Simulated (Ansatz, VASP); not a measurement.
# Ta2N in VASP and in Ansatz

The input INCAR:

```
SYSTEM = Ta2N
PREC     = Accurate       ! precision mode
ENCUT    = 520            ! plane-wave cutoff, eV
EDIFF    = 1E-6           ! SCF threshold, eV
ISMEAR   = 0              ! smearing method
SIGMA    = 0.15           ! smearing width, eV
LREAL    = .False.        ! projectors in reciprocal space
LASPH    = .True.         ! aspherical terms in the spheres
NELM     = 100            ! most SCF steps
ALGO     = Normal         ! electronic algorithm
ISIF     = 2              ! what is computed and relaxed
LWAVE    = .False.        ! write WAVECAR
LCHARG   = .False.        ! write CHGCAR
GGA      = PS             ! functional
NBANDS   = 20             ! bands
```

Contents of KPOINTS:

```
Automatic mesh
0
Gamma
  18 18 10
  0 0 0
```

File POSCAR:

```
Ta2N
1.0
    3.0546855479      0.0000000000      0.0000000000
   -1.5273427740      2.6454352851      0.0000000000
    0.0000000000      0.0000000000      4.5068830574
Ta N
2 1
Direct
    0.6666666667      0.3333333333      0.7463700642
    0.3333333333      0.6666666667      0.2536299358
    0.0000000000      0.0000000000      0.0000000000
```

Input for Ansatz:

```yaml
crystal:
  lattice:
    - [3.0546855479, 0.0, 0.0]
    - [-1.527342774, 2.6454352851, 0.0]
    - [0.0, 0.0, 4.5068830574]
  atoms:
    - { symbol: Ta, position: [0.6666666667, 0.3333333333, 0.7463700642] }
    - { symbol: Ta, position: [0.3333333333, 0.6666666667, 0.2536299358] }
    - { symbol: "N", position: [0.0, 0.0, 0.0] }
basis:
  ecutwfc: 520.0
kpoints:
  mp_grid: { grid: [18, 18, 10] }
hamiltonian:
  xc: pbesol
  pseudopotentials: { kind: paw, azcp: { folder: soft_1 } }
scf:
  occupations: { method: gaussian, width: 0.15 }
output:
  forces: true
  stress: true
  eigenvalues: true
```

Alike in both runs: task single point; functional PBEsol; k mesh 18 × 18 × 10; occupations gaussian, width 0.15 eV; no spin polarisation.

|  | VASP | Ansatz |
| --- | --- | --- |
| version | VASP 6.6.1 | Ansatz 0.2.0 |
| potentials or method | VASP PAW PBE potentials, release 64 (Ta_pv, N), cutoff 520 eV | scalar-relativistic, plane waves, PAW |
| valence electrons in the cell | 27 | 31 |

Ansatz gave:

```
gap on the k mesh at the Fermi level (eV) : none
rms of the force components (eV/Å)        : 0.043
```

Q: Estimate VASP's values.

A: gap on the k mesh at the Fermi level (eV): none; rms of the force components (eV/Å): 0.078.

VASP's potentials were made for PBE, not for PBEsol, and Ansatz warns of the same on its side. Atom by atom the forces differ by 0.035 eV/Å (rms over components). A gap of «none» marks a metal or a gap that the smearing closes. With one functional, cell and mesh, what is left measures potentials, basis and numerics. VASP's potentials hold 27 valence electrons a cell and Ansatz's 31, so a difference there can come from the potentials and not from the codes.

Neither program's run includes spin-orbit coupling.
